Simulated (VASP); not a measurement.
A run of VASP 6.6.1:

INCAR

```
PREC     = Accurate       # precision mode
ENCUT    = 520            # plane-wave cutoff, eV
EDIFF    = 1E-7           # SCF threshold, eV
ISMEAR   = -1             # smearing method
SIGMA    = 0.08           # smearing width, eV
LREAL    = False          # projectors in reciprocal space
LASPH    = True           # aspherical terms in the spheres
NELM     = 80             # most SCF steps
ALGO     = Normal         # electronic algorithm
ISIF     = 2              # what is computed and relaxed
LWAVE    = False          # write WAVECAR
LCHARG   = False          # write CHGCAR
GGA      = PS             # functional
NBANDS   = 14             # bands
```

KPOINTS

```
regular mesh
0
Gamma
  15 15 8
```

File POSCAR:

```
Cl
1.0
    3.4861006329      0.0000000000      0.0000000000
   -1.7430503164      3.0190517083      0.0000000000
    0.0000000000      0.0000000000      3.9082983688
Cl
2
Direct
    0.3333333333      0.6666666667      0.2500000000
    0.6666666667      0.3333333333      0.7500000000
```

Potentials or basis: VASP PAW PBE potentials, release 64 (Cl).

The run is started by

```console
$ cat potpaw_PBE.64/Cl/POTCAR > POTCAR
$ mpirun -np 1 vasp_std > vasp.out
```

Hardware: 1 thread of Intel(R) Xeon(R) Platinum 8175M CPU @ 2.50GHz (Skylake/Cascade Lake) (shared host).

Task: Estimate the wall time of this run.

Result: Run time: 84 s on 1 thread of Intel(R) Xeon(R) Platinum 8175M CPU @ 2.50GHz (Skylake/Cascade Lake), on a shared host, peak memory 0.19 GiB. Counts: scf iterations 12, k points 135.
